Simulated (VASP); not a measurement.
Wanted: the native input for a VASP 6.6.1 run.

| Item | Value |
| --- | --- |
| Task | relaxation of cell and atoms |
| Functional | PBE |
| Potentials or basis | VASP PAW PBE potentials, release 64 (Ba_sv, Ta_pv, Tl_d) |
| Cutoff | 600 eV |
| k mesh | 6 × 6 × 8 |
| Occupations | gaussian, width 0.1 eV |
| Spin | no spin polarisation |
| Dipole correction | no |
| Further INCAR settings | ALGO = Fast; EDIFF = 1e-07; IBRION = 2; EDIFFG = -0.01; NSW = 100; ISIF = 3 |

The structure of BaTa2Tl3 lies in POSCAR:

```
BaTa2Tl3
1.0
    6.2985121207      0.0000000000      0.0000000000
   -3.1492560603      5.4546715026      0.0000000000
    0.0000000000      0.0000000000      4.6586516240
Ba Ta Tl
1 2 3
Direct
    0.0000000000      0.0000000000      0.0000000000
    0.3333333333      0.6666666667      0.0000000000
    0.6666666667      0.3333333333      0.0000000000
    0.5000000000      0.0000000000      0.5000000000
    0.5000000000      0.5000000000      0.5000000000
    0.0000000000      0.5000000000      0.5000000000
```

The input as run:

INCAR

```
SYSTEM = BaTa2Tl3
PREC = Accurate
ENCUT = 600
EDIFF = 1E-7
ISMEAR = 0
SIGMA = 0.1
LREAL = .False.
LASPH = .True.
NELM = 80
ALGO = Fast
ISIF = 3
LWAVE = .False.
LCHARG = .False.
GGA = PE
IBRION = 2
NSW = 100
EDIFFG = -0.01
```

KPOINTS

```
regular mesh
0
Gamma
  6 6 8
  0 0 0
```

Potentials or basis: VASP PAW PBE potentials, release 64 (Ba_sv, Ta_pv, Tl_d).

The run is started by

```bash
$ cat potpaw_PBE.64/Ba_sv/POTCAR potpaw_PBE.64/Ta_pv/POTCAR potpaw_PBE.64/Tl_d/POTCAR > POTCAR
$ mpirun -np 1 vasp_std > vasp.out
```

Results of the run:

The relaxed volume is 26.74 Å³/atom and the relaxed cell is a = 6.303 Å, b = 6.303 Å, c = 4.663 Å, α = 90.00°, β = 90.00°, γ = 120.00°. The space group after relaxing (to 0.05 Å) is P6/mmm (No. 191), the energy gained by relaxing is 0.0 meV/atom and the ionic steps are 3. The pressure after relaxing is 0.0 GPa.

Run time: 14 min on 1 thread of Intel Xeon 6975P-C (shared host), peak memory 0.51 GiB.
